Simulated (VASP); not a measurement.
# CO2 (I-42d) in VASP: single point with r2SCAN

Aim: the single point of CO2 with r2SCAN.

All numbers are computed with VASP 6.6.1; they aren't measurements. Logs are shortened: lines on timing, memory, paths and dates and some standing lists are left out, and cuts for length are marked.

### Step 1. The cell of the first run

Symmetry: I-42d, No. 122, tetragonal system. The conventional cell has a = 3.908 Å, b = 3.908 Å, c = 5.937 Å, α = 90.00°, β = 90.00°, γ = 90.00°. C (site symmetry -4) has 4 O at 1.39 Å within 1.9 Å. O (site symmetry 2) has 2 C at 1.39 Å within 1.9 Å.

### Step 2. Single point, r2SCAN

POSCAR reads:

```
CO2
1.0
   -1.9539832799      1.9539832799      2.9684772082
    1.9539832799     -1.9539832799      2.9684772082
    1.9539832799      1.9539832799     -2.9684772082
C O
2 4
Direct
    0.0000000000      0.0000000000      0.0000000000
    0.7500000000      0.2500000000      0.5000000000
    0.3750000000      0.2924682428      0.4174682428
    0.7075317572      0.1250000000      0.0825317572
    0.8750000000      0.9575317572      0.5825317572
    0.0424682428      0.6250000000      0.9174682428
```

INCAR.step1 reads:

```
PREC = Accurate
ENCUT = 520
ISMEAR = 0
SIGMA = 0.1
LREAL = False
LASPH = True
NELM = 100
NBANDS = 25
GGA = PE
ALGO = Normal
EDIFF = 1E-4
LWAVE = True
LCHARG = False
```

INCAR.step2 reads:

```
PREC = Accurate
ENCUT = 520
EDIFF = 1E-7
ISMEAR = 0
SIGMA = 0.1
LREAL = False
LASPH = True
NELM = 100
ALGO = Normal
ISIF = 2
LWAVE = False
LCHARG = False
METAGGA = R2SCAN
LMIXTAU = True
NBANDS = 25
ISTART = 1
```

KPOINTS reads:

```
regular mesh
0
Gamma
  8 8 8
```

Potentials or basis: VASP PAW PBE potentials, release 64 (C, O).

Launch:

```
$ cat potpaw_PBE.64/C/POTCAR potpaw_PBE.64/O/POTCAR > POTCAR
$ cp INCAR.step1 INCAR
$ mpirun -np 1 vasp_std > vasp.out
$ cp INCAR.step2 INCAR
$ mpirun -np 1 vasp_std > vasp.out
```

OUTCAR:

```text
PREC = Accurate
   ENCUT = 520
   EDIFF = 1E-7
   ISMEAR = 0
   LREAL = False
   LASPH = True
   NELM = 100
   ISIF = 2
   METAGGA = R2SCAN
   ISTART = 1

 ion  position               nearest neighbor table
   1  0.000  0.000  0.000-   4 1.39   5 1.39   3 1.39   6 1.39
   2  0.750  0.250  0.500-   4 1.39   5 1.39   3 1.39   6 1.39
   3  0.375  0.292  0.417-   1 1.39   2 1.39
   4  0.708  0.125  0.083-   1 1.39   2 1.39
   5  0.875  0.958  0.583-   1 1.39   2 1.39
   6  0.042  0.625  0.917-   1 1.39   2 1.39

  LATTYP: Found a body centered tetragonal cell.
 ALAT       =     3.9079665598
 C/A-ratio  =     1.5191927376

  Lattice vectors:

 A1 = (  -1.9539832799,   1.9539832799,   2.9684772082)
 A2 = (   1.9539832799,  -1.9539832799,   2.9684772082)
 A3 = (   1.9539832799,   1.9539832799,  -2.9684772082)

Analysis of symmetry for initial positions (statically):
=====================================================================
 Subroutine PRICEL returns:
 Original cell was already a primitive cell.

 Routine SETGRP: Setting up the symmetry group for a
 body centered tetragonal supercell.

 Subroutine GETGRP returns: Found  8 space group operations
 (whereof  4 operations were pure point group operations)
 out of a pool of 16 trial point group operations.

The static configuration has the point symmetry S_4 .
 The point group associated with its full space group is D_2d.

Analysis of symmetry for dynamics (positions and initial velocities):
=====================================================================
 Subroutine PRICEL returns:
 Original cell was already a primitive cell.

 Routine SETGRP: Setting up the symmetry group for a
 body centered tetragonal supercell.

 Subroutine GETGRP returns: Found  8 space group operations
 (whereof  4 operations were pure point group operations)
 out of a pool of 16 trial point group operations.

The dynamic configuration has the point symmetry S_4 .
 The point group associated with its full space group is D_2d.

 Subroutine INISYM returns: Found  8 space group operations
 (whereof  4 operations are pure point group operations),
 and found     1 'primitive' translations

----------------------------------------------------------------------------------------

[... 99 lines left out ...]
   NELM   =    100;   NELMIN=  2; NELMDL=  0     # of ELM steps
   EDIFF  = 0.1E-06   stopping-criterion for ELM
   LREAL  =      F    real-space projection
   EDIFFG = 0.1E-05   stopping-criterion for IOM
   NSW    =      0    number of steps for IOM
   IBRION =     -1    ionic relax: 0-MD 1-quasi-New 2-CG
   NFREE  =      0    steps in history (QN), initial steepest desc. (CG)
   ISIF   =      2    stress and relaxation
   ISYM   =      2    0-nonsym 1-usesym 2-fastsym
   POTIM  = 0.5000    time-step for ionic-motion
   TEBEG  =    0.0;   TEEND  =   0.0 temperature during run
   PSTRESS=    0.0 pullay stress
   NELECT =      32.0000    total number of electrons
   NUPDOWN=      -1.0000    fix difference up-down
   EMIN   =  10.00;   EMAX   =-10.00  energy-range for DOS
   EFERMI =   0.00;   METHOD = LEGACY
   ISMEAR =     0;   SIGMA  =   0.10  broadening in eV -4-tet -1-fermi 0-gaus
   EFERMI_NEDOS =   21; number of points for ismear=-14 and -15
   IALGO  =     38    algorithm
   IMIX   =      4    mixing-type and parameters
     AMIX     =   0.40;   BMIX     =  1.00
     AMIX_MAG =   1.60;   BMIX_MAG =  1.00
  volume/ion in A,a.u.               =       7.56        50.99
  Fermi-wavevector in a.u.,A,eV,Ry     =   1.457627  2.754515 28.907972  2.124676
  Thomas-Fermi vector in A             =   2.574406
   LORBIT       =      0    0 simple, 1 ext, 2 COOP (PROOUT), +10 PAW based schemes
   METAGGA = R2SCAN    functional components
   LHFCALC =     F    Hartree Fock is set to
   AEXX    =    0.0000 exact exchange contribution
   IVDW    =     0    specifies the selected vdW correction
   LEPSILON=     F    determine dielectric tensor
   LRPA    =     F    only Hartree local field effects (RPA)
 non-spin polarized calculation
 Gauss-broadening in eV      SIGMA  =   0.10
  energy-cutoff  :      520.00
  volume of cell :       45.34
 maximum number of plane-waves:      1234
   NGX = 15   NGY = 15   NGZ = 15

 number of electron      31.9999977 magnetization

 Free energy of the ion-electron system (eV)
  ---------------------------------------------------
  ext. energy  EPLUGINS =         0.00000000
  ---------------------------------------------------
  free energy    TOTEN  =       -49.36571374 eV

  energy without entropy =      -49.36571374  energy(sigma->0) =      -49.36571374

 E-fermi :   2.5670     XC(G=0): -12.0684

 val. band max:        2.0276996015   @ k =   0.5000   0.0000  -0.0000
 cond. band min:      10.5069326769   @ k =   0.0000   0.0000   0.0000
 fundamental gap:      8.4792330754
 Fermi energy:         2.5669964636

 k-point     1 :       0.0000    0.0000    0.0000
  band No.  band energies     occupation
      1     -23.4013      2.00000
      2     -18.0389      2.00000
      3     -18.0389      2.00000
      4     -17.3294      2.00000
      5     -13.1905      2.00000
      6      -7.9515      2.00000
[... 661 lines left out ...]
     24      17.6204      0.00000
     25      18.5010      0.00000

 [... further k-points ...]

------------------------ aborting loop because EDIFF is reached ----------------------------------------

  FORCE on cell =-STRESS in cart. coord.  units (eV):
  Direction    XX          YY          ZZ          XY          YZ          ZX
  --------------------------------------------------------------------------------------
  -------------------------------------------------------------------------------------
  Total        0.6970652      0.6970652      0.5568595      0.0000000      0.0000000      0.0000000
  in kB       24.6347752     24.6347752     19.6798058      0.0000000      0.0000000      0.0000000
  external PRESSURE =      22.9831187 kB  Pullay stress =       0.0000000 kB

 VOLUME and BASIS-vectors are now :
 -----------------------------------------------------------------------------
  energy-cutoff  :      520.00
  volume of cell :       45.34
      direct lattice vectors                 reciprocal lattice vectors
    -1.953983280  1.953983280  2.968477208     0.000000000  0.255887553  0.168436530
     1.953983280 -1.953983280  2.968477208     0.255887553  0.000000000  0.168436530
     1.953983280  1.953983280 -2.968477208     0.255887553  0.255887553  0.000000000

 POSITION                                       TOTAL-FORCE (eV/Angst)
 -----------------------------------------------------------------------------------
      0.00000      0.00000      0.00000         0.000000      0.000000      0.000000
      0.00000      1.95398      1.48424         0.000000      0.000000      0.000000
      0.65446      0.97699      0.74212         0.129606      0.000000      0.000000
     -0.97699      1.29952      2.22636         0.000000     -0.129606     -0.000000
      1.29952      0.97699      3.71060        -0.129606      0.000000     -0.000000
      2.93097      0.65446     -0.74212        -0.000000      0.129606      0.000000
 -----------------------------------------------------------------------------------
    total drift:                                0.000002      0.000002      0.000002

  FREE ENERGIE OF THE ION-ELECTRON SYSTEM (eV)
  ---------------------------------------------------
  free  energy   TOTEN  =       -49.3657137405 eV

  energy  without entropy=      -49.3657137405  energy(sigma->0) =      -49.36571374
```

OUTCAR.step1:

```text
PREC = Accurate
   ENCUT = 520
   ISMEAR = 0
   LREAL = False
   LASPH = True
[... 910 lines left out ...]
      0.65446      0.97699      0.74212         0.341926      0.000000     -0.000000
     -0.97699      1.29952      2.22636         0.000000     -0.341926      0.000000
      1.29952      0.97699      3.71060        -0.341926      0.000000      0.000000
      2.93097      0.65446     -0.74212         0.000000      0.341926     -0.000000
 -----------------------------------------------------------------------------------
    total drift:                                0.000002      0.000002      0.000002

  FREE ENERGIE OF THE ION-ELECTRON SYSTEM (eV)
  ---------------------------------------------------
  free  energy   TOTEN  =       -43.3787368781 eV

  energy  without entropy=      -43.3787368781  energy(sigma->0) =      -43.37873688
```

Wall time 3.1 min (1 thread of Intel Xeon Platinum 8375C at 2.90GHz (Ice Lake), shared host); peak memory 0.19 GiB.

Results:

```yaml
Free_energy: -49.3657 eV
Pressure: 2.3 GPa
Largest_force: 0.130 eV/Å
Band_gap_on_the_k_mesh: 8.48 eV (least direct gap 8.88 eV)
```

Forces on the atoms (eV/Å):
```
C    0.000  0.000  0.000
C    0.000  0.000  0.000
O    0.130  0.000  0.000
O    0.000 -0.130  0.000
O   -0.130  0.000  0.000
O    0.000  0.130  0.000
```

Stress tensor (GPa, compression positive):
```
2.46 0.00 0.00
0.00 2.46 0.00
0.00 0.00 1.97
```

Caveat: the PAW data sets were made with another functional, which shifts forces and pressure a little. r2SCAN opens gaps a little over a GGA but as a rule still falls short of measured ones.
